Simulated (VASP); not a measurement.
Here is a VASP 6.6.1 calculation.

The input POSCAR:

```
NiPt2
1.0
    5.0862968937      0.0000000000      0.0000000000
    0.0000000000      5.0862968937      0.0000000000
    0.0000000000      0.0000000000      5.0862968937
Ni Pt
2 4
Direct
    0.0000000000      0.0000000000      0.0000000000
    0.5000000000      0.5000000000      0.5000000000
    0.2500000000      0.2500000000      0.2500000000
    0.2500000000      0.7500000000      0.7500000000
    0.7500000000      0.7500000000      0.2500000000
    0.7500000000      0.2500000000      0.7500000000
```

INCAR.step1

```
ALGO = Normal
EDIFF = 1E-4
ENCUT = 520
GGA = PE
ISMEAR = 0
LASPH = True
LCHARG = False
LREAL = False
LWAVE = True
NBANDS = 39
NELM = 80
PREC = Accurate
SIGMA = 0.1
```

Contents of INCAR.step2:

```
ALGO = Normal
EDIFF = 1E-6
ENCUT = 520
ISIF = 2
ISMEAR = 0
ISTART = 1
LASPH = True
LCHARG = True
LELF = True
LMIXTAU = True
LREAL = False
LVHAR = True
LWAVE = False
METAGGA = R2SCAN
NBANDS = 39
NELM = 80
PREC = Accurate
SIGMA = 0.1
```

The input KPOINTS:

```
k-points
0
Gamma
  4 4 4
```

Potentials or basis: VASP PAW PBE potentials, release 64 (Ni, Pt).

Launch:

```console
$ cat potpaw_PBE.64/Ni/POTCAR potpaw_PBE.64/Pt/POTCAR > POTCAR
$ cp INCAR.step1 INCAR
$ mpirun -np 1 vasp_std > vasp.out
$ cp INCAR.step2 INCAR
$ mpirun -np 1 vasp_std > vasp.out
```

Task: What does it give for the pressure?

Result: -0.2 GPa.

Task: Estimate the band gap on the k mesh.

Result: Zero (bands 30 and 31 overlap by 0.48 eV).

Caveat: the PAW data sets were made with another functional, which shifts forces and pressure a little; spin-orbit coupling is left out, which moves the levels of the heavy elements. Spin polarisation is off, so any magnetic state and its effect on volume and gap are missing.
